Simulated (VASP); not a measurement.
# Ag2I3 (Pm-3m) in VASP: notebook, part 2 of 2

VASP 6.6.1. The steps go on from the part before.

### Step 3. Relaxation of cell and atoms, PBE

This run uses another cell than the first one, of 37.67 Å³/atom, 1.011 times its volume.

Contents of INCAR:

```
SYSTEM = Ag2I3
ALGO = Normal ; EDIFF = 1E-6
EDIFFG = -0.01 ; ENCUT = 600
GGA = PE ; IBRION = 2
ISIF = 3 ; ISMEAR = 0
LASPH = .True. ; LCHARG = .False.
LREAL = .False. ; LWAVE = .False.
NELM = 100 ; NSW = 100
PREC = Accurate ; SIGMA = 0.1
```

Contents of KPOINTS:

```
k-points
0
Gamma
  8 8 8
  0 0 0
```

Contents of POSCAR:

```
Ag2I3
1.0
    5.7323685736      0.0000000000      0.0000000000
    0.0000000000      5.7323685736      0.0000000000
    0.0000000000      0.0000000000      5.7323685736
Ag I
2 3
Direct
    0.0000000000      0.0000000000      0.0000000000
    0.5000000000      0.5000000000      0.5000000000
    0.0000000000      0.5000000000      0.5000000000
    0.5000000000      0.0000000000      0.5000000000
    0.5000000000      0.5000000000      0.0000000000
```

Potentials or basis: VASP PAW PBE potentials, release 64 (Ag, I).

Launch:

```bash
$ cat potpaw_PBE.64/Ag/POTCAR potpaw_PBE.64/I/POTCAR > POTCAR
$ mpirun -np 1 vasp_std > vasp.out
```

Run time: 4.5 min. Hardware: 1 thread of Intel Xeon 6975P-C (Granite Rapids), shared host; peak memory 0.46 GiB.

It converged, with:

- Free energy: -8.9619 eV
- Relaxed volume: 37.23 Å³/atom
- Relaxed cell: a = 5.710 Å, b = 5.710 Å, c = 5.710 Å, α = 90.00°, β = 90.00°, γ = 90.00°
- Space group after relaxing (to 0.05 Å): Pm-3m (No. 221)
- Energy gained by relaxing: 0.4 meV/atom
- Ionic steps: 3
- Pressure after relaxing: 0.0 GPa

Step by step:
```
step  energy change (eV)  largest force (eV/Å)  pressure (GPa)  volume (Å³)
   1              0.0000                0.0000           -0.29       188.37
   2             -0.0020                0.0000           -0.05       186.50
   3             -0.0021                0.0000            0.00       186.13
```

Final structure:
```cif
data_structure
_symmetry_space_group_name_H-M 'P 1'
_symmetry_Int_Tables_number 1
_cell_length_a 5.7096
_cell_length_b 5.7096
_cell_length_c 5.7096
_cell_angle_alpha 90.000
_cell_angle_beta 90.000
_cell_angle_gamma 90.000
_cell_volume 186.13
loop_
_atom_site_label
_atom_site_type_symbol
_atom_site_fract_x
_atom_site_fract_y
_atom_site_fract_z
_atom_site_occupancy
Ag1 Ag 0.00000 0.00000 0.00000 1
Ag2 Ag 0.50000 0.50000 0.50000 1
I1 I 0.00000 0.50000 0.50000 1
I2 I 0.50000 0.00000 0.50000 1
I3 I 0.50000 0.50000 0.00000 1
```

Levels at points of the mesh, in eV from the Fermi level:
| k point | band 18 | band 19 | band 20 | band 21 | band 22 | band 23 | band 24 | band 25 |
| --- | --- | --- | --- | --- | --- | --- | --- | --- |
| (0.00, 0.00, 0.00) | -0.99 | -0.99 | -0.66 | -0.66 | -0.66 | 0.07 | 1.42 | 5.91 |
| (0.50, 0.00, 0.00) | -1.16 | -1.16 | -1.12 | -0.70 | -0.70 | 1.48 | 3.63 | 4.56 |
| (0.50, 0.50, 0.00) | -1.63 | -1.00 | -1.00 | -0.08 | 0.85 | 1.37 | 4.40 | 5.19 |
| (0.50, 0.50, 0.50) | -0.09 | -0.09 | -0.09 | 0.22 | 0.87 | 0.87 | 5.02 | 5.02 |

Caveat: spin-orbit coupling is left out, which moves the levels of the heavy elements; an odd number of electrons without spin polarisation forces a metal; a magnetic or distorted state may lie lower.

### Step 4. Single point, PBE

This run uses another cell than the first one, of 37.67 Å³/atom, 1.011 times its volume.

Contents of INCAR:

```
PREC     = Accurate       # precision mode
ENCUT    = 520            # plane-wave cutoff, eV
EDIFF    = 1E-7           # SCF threshold, eV
ISMEAR   = 0              # smearing method
SIGMA    = 0.1            # smearing width, eV
LREAL    = False          # projectors in reciprocal space
LASPH    = True           # aspherical terms in the spheres
NELM     = 100            # most SCF steps
ALGO     = Normal         # electronic algorithm
ISIF     = 2              # what is computed and relaxed
LWAVE    = False          # write WAVECAR
LCHARG   = True           # write CHGCAR
GGA      = PE             # functional
LELF     = True           # ELF
LVHAR    = True         
NBANDS   = 30             # bands
```

Contents of KPOINTS:

```
regular mesh
0
Gamma
  4 4 4
```

POSCAR is that of step 3.

Potentials or basis: VASP PAW PBE potentials, release 64 (Ag, I).

Launch:

```bash
$ cat potpaw_PBE.64/Ag/POTCAR potpaw_PBE.64/I/POTCAR > POTCAR
$ mpirun -np 1 vasp_std > vasp.out
```

OUTCAR:

```text
PREC = Accurate
   ENCUT = 520
   EDIFF = 1E-7
   ISMEAR = 0
   LREAL = False
   LASPH = True
   NELM = 100
   ISIF = 2
   GGA = PE

 ion  position               nearest neighbor table
   1  0.000  0.000  0.000-
   2  0.500  0.500  0.500-   3 2.87   4 2.87   5 2.87   5 2.87   4 2.87   3 2.87
   3  0.000  0.500  0.500-   2 2.87   2 2.87
   4  0.500  0.000  0.500-   2 2.87   2 2.87
   5  0.500  0.500  0.000-   2 2.87   2 2.87

  LATTYP: Found a simple cubic cell.
[... 514 lines left out ...]
  Direction    XX          YY          ZZ          XY          YZ          ZX
  --------------------------------------------------------------------------------------
  -------------------------------------------------------------------------------------
  Total       -0.1412538     -0.1412538     -0.1412538     -0.0000000      0.0000000      0.0000000
  in kB       -1.2014579     -1.2014579     -1.2014579     -0.0000000      0.0000000      0.0000000
  external PRESSURE =      -1.2014579 kB  Pullay stress =       0.0000000 kB

 VOLUME and BASIS-vectors are now :
 -----------------------------------------------------------------------------
  energy-cutoff  :      520.00
  volume of cell :      188.37
      direct lattice vectors                 reciprocal lattice vectors
     5.732368574  0.000000000  0.000000000     0.174447959  0.000000000  0.000000000
     0.000000000  5.732368574  0.000000000     0.000000000  0.174447959  0.000000000
     0.000000000  0.000000000  5.732368574     0.000000000  0.000000000  0.174447959

 POSITION                                       TOTAL-FORCE (eV/Angst)
 -----------------------------------------------------------------------------------
      0.00000      0.00000      0.00000         0.000000      0.000000      0.000000
      2.86618      2.86618      2.86618         0.000000      0.000000      0.000000
      0.00000      2.86618      2.86618         0.000000      0.000000      0.000000
      2.86618      0.00000      2.86618         0.000000      0.000000      0.000000
      2.86618      2.86618      0.00000         0.000000      0.000000      0.000000
 -----------------------------------------------------------------------------------
    total drift:                                0.000000     -0.000000     -0.000000

  FREE ENERGIE OF THE ION-ELECTRON SYSTEM (eV)
  ---------------------------------------------------
  free  energy   TOTEN  =        -8.8714277331 eV

  energy  without entropy=       -8.8443633953  energy(sigma->0) =       -8.85789556
```

Run time: 44 s. Hardware: 1 thread of Intel Xeon 6975P-C (Granite Rapids), shared host; peak memory 0.33 GiB.

What came out:

- Free energy: -8.8714 eV
- Pressure: -0.1 GPa

Levels at points of the mesh, in eV from the Fermi level:
```tsv
k point	band 19	band 20	band 21	band 22	band 23	band 24
(0.00, 0.00, 0.00)	-0.95	-0.62	-0.62	-0.62	0.11	1.44
(0.50, 0.00, 0.00)	-1.11	-1.08	-0.66	-0.66	1.49	3.67
(0.50, 0.50, 0.00)	-0.96	-0.96	-0.05	0.87	1.38	4.44
(0.50, 0.50, 0.50)	-0.06	-0.06	0.25	0.89	0.89	5.05
```

Caveat: spin-orbit coupling is left out, which moves the levels of the heavy elements; an odd number of electrons without spin polarisation forces a metal; a magnetic or distorted state may lie lower.

### Step 5. Overview

| task | cell | k mesh | cutoff (eV) | gap on the mesh (eV) | pressure (GPa) |
| --- | --- | --- | --- | --- | --- |
| single point | a = 5.712 Å, 5 atoms | 8 × 8 × 8 | 520 | none | 0.0 |
| relaxation of cell and atoms | relaxed from a = 5.732 Å, 5 atoms | 8 × 8 × 8 | 600 | none | 0.0 |
| single point | a = 5.732 Å, 5 atoms | 4 × 4 × 4 | 520 | none | -0.1 |

Alike in all rows: level PBE; potentials or basis VASP PAW PBE potentials, release 64 (Ag, I); no spin polarisation; smearing gaussian 0.1 eV.

Caveats: spin-orbit coupling is left out, which moves the levels of the heavy elements; an odd number of electrons without spin polarisation forces a metal; a magnetic or distorted state may lie lower.

Total energies depend on the potentials used, so only differences within one code and one set of settings carry meaning.
